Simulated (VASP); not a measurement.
La4H: relaxation of cell and atoms with PBE

La4H:

```
La H
1.0
     4.97211    0.00000    0.00000
     0.00000    4.97211    0.00000
     0.00000    0.00000    4.97211
La H
4 1
Direct
  0.50000 0.50000 0.50000
  0.00000 0.50000 0.50000
  0.50000 0.00000 0.50000
  0.50000 0.50000 0.00000
  0.00000 0.00000 0.00000
```

The cell was generated, and may not be a known phase.

```json
{
 "Program": "VASP 6.6.1",
 "Task": "relaxation of cell and atoms",
 "Functional": "PBE",
 "Potentials or basis": "VASP PAW PBE potentials, release 64 (La, H)",
 "Cutoff": "600 eV",
 "k mesh": "4 × 4 × 4",
 "Occupations": "gaussian, width 0.1 eV",
 "Spin": "no spin polarisation",
 "Dipole correction": "no",
 "Further INCAR settings": "ALGO = Normal; EDIFF = 1e-07; IBRION = 2; EDIFFG = -0.04; NSW = 90; ISIF = 3"
}
```

| Item | Value |
| --- | --- |
| Relaxed volume | 42.72 Å³/atom |
| Relaxed cell | a = 5.978 Å, b = 5.978 Å, c = 5.978 Å, α = 90.00°, β = 90.00°, γ = 90.00° |
| Space group after relaxing (to 0.1 Å) | Pm-3m (No. 221) |
| Energy gained by relaxing | 1195.4 meV/atom |
| Ionic steps | 4 |
| Pressure after relaxing | 0.0 GPa |
| Band gap on the k mesh | zero (an odd number of electrons rules out a gap without spin polarisation) |

Step by step:
| step | energy change (eV) | largest force (eV/Å) | pressure (GPa) | volume (Å³) |
| --- | --- | --- | --- | --- |
| 1 | 0.0000 | 0.0000 | 37.24 | 122.92 |
| 2 | -5.6733 | 0.0000 | -2.14 | 255.19 |
| 3 | -5.9479 | 0.0000 | 0.86 | 201.37 |
| 4 | -5.9769 | 0.0000 | -0.05 | 213.62 |

Final structure:
```yaml
crystal:
  lattice:
    - [5.97789, 0.00000, 0.00000]
    - [0.00000, 5.97789, 0.00000]
    - [0.00000, 0.00000, 5.97789]
  atoms:
    - { symbol: La, position: [0.50000, 0.50000, 0.50000] }
    - { symbol: La, position: [0.00000, 0.50000, 0.50000] }
    - { symbol: La, position: [0.50000, 0.00000, 0.50000] }
    - { symbol: La, position: [0.50000, 0.50000, 0.00000] }
    - { symbol: H, position: [0.00000, 0.00000, 0.00000] }
```

Levels at points of the mesh, in eV from the Fermi level:
| k point | band 19 | band 20 | band 21 | band 22 | band 23 | band 24 | band 25 | band 26 | band 27 |
| --- | --- | --- | --- | --- | --- | --- | --- | --- | --- |
| (0.00, 0.00, 0.00) | -2.07 | -2.07 | -0.90 | -0.90 | -0.53 | -0.08 | -0.08 | 1.03 | 1.07 |
| (0.50, 0.00, 0.00) | -1.43 | -1.22 | -1.22 | -0.80 | -0.03 | 0.34 | 0.34 | 0.58 | 0.81 |
| (0.50, 0.50, 0.00) | -1.10 | -0.80 | -0.46 | -0.46 | 0.06 | 0.09 | 0.34 | 0.43 | 0.43 |
| (0.50, 0.50, 0.50) | -0.50 | -0.50 | -0.04 | -0.04 | -0.04 | 0.38 | 0.38 | 0.38 | 1.01 |

It took 5.5 min on 1 thread of Intel(R) Xeon(R) Platinum 8375C CPU @ 2.90GHz (Ice Lake) (shared host), peak memory 0.27 GiB.

Caveat: the volume moved by over 15 % at a fixed basis, so the end points are rough; spin-orbit coupling is left out, which moves the levels of the heavy elements.
